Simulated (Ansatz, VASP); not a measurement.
Two plane-wave programs on As

INCAR

```
SYSTEM = As
PREC = Accurate
ENCUT = 500
EDIFF = 1E-6
ISMEAR = 0
SIGMA = 0.1
LREAL = .False.
LASPH = .True.
NELM = 120
ALGO = Normal
ISIF = 2
LWAVE = .False.
LCHARG = .False.
GGA = PE
IVDW = 12
NBANDS = 12
GGA_COMPAT = .False.
```

KPOINTS

```
Automatic mesh
0
Gamma
  6 6 6
  0 0 0
```

Contents of POSCAR:

```
As
1.0
    1.8774110887      1.0839237974      3.7043351684
   -1.8774110887      1.0839237974      3.7043351684
    0.0000000000     -2.1678475948      3.7043351684
As
2
Direct
    0.2244335900      0.2244335900      0.2244335900
    0.7755664100      0.7755664100      0.7755664100
```

Input for Ansatz:

```yaml
crystal:
  lattice:
    - [1.8774110887, 1.0839237974, 3.7043351684]
    - [-1.8774110887, 1.0839237974, 3.7043351684]
    - [0.0, -2.1678475948, 3.7043351684]
  atoms:
    - { symbol: As, position: [0.22443359, 0.22443359, 0.22443359] }
    - { symbol: As, position: [0.77556641, 0.77556641, 0.77556641] }
basis:
  ecutwfc: 420
kpoints:
  mp_grid: { grid: [6, 6, 6] }
hamiltonian:
  xc: pbe
  dispersion: d3bj
scf:
  occupations: { method: gaussian, width: 0.1 }
output:
  forces: true
  stress: true
  eigenvalues: true
```

Alike in both runs: task single point; functional PBE; dispersion D3(BJ); k mesh 6 × 6 × 6; occupations gaussian, width 0.1 eV; no spin polarisation.

```csv
,VASP,Ansatz
version,VASP 6.6.1,Ansatz 0.2.0
potentials or method,"VASP PAW PBE potentials, release 64 (As), cutoff 500 eV","scalar-relativistic, plane waves, PAW"
valence electrons in the cell,10,30
```

VASP gave:

```
gap on the k mesh at the Fermi level (eV)                     : none
pressure (GPa)                                                : -1.0
traceless stress, the component that is largest in VASP (GPa) : -1.63
rms of the force components (eV/Å)                            : 0.126
```

Question: Estimate Ansatz's values.

Answer: gap on the k mesh at the Fermi level (eV): none; pressure (GPa): -1.3; traceless stress, the component that is largest in VASP (GPa): -1.54; rms of the force components (eV/Å): 0.092.

Atom by atom the forces differ by 0.033 eV/Å (rms over components). A gap of «none» marks a metal or a gap that the smearing closes. VASP's potentials hold 10 valence electrons a cell and Ansatz's 30, so a difference there can come from the potentials and not from the codes.
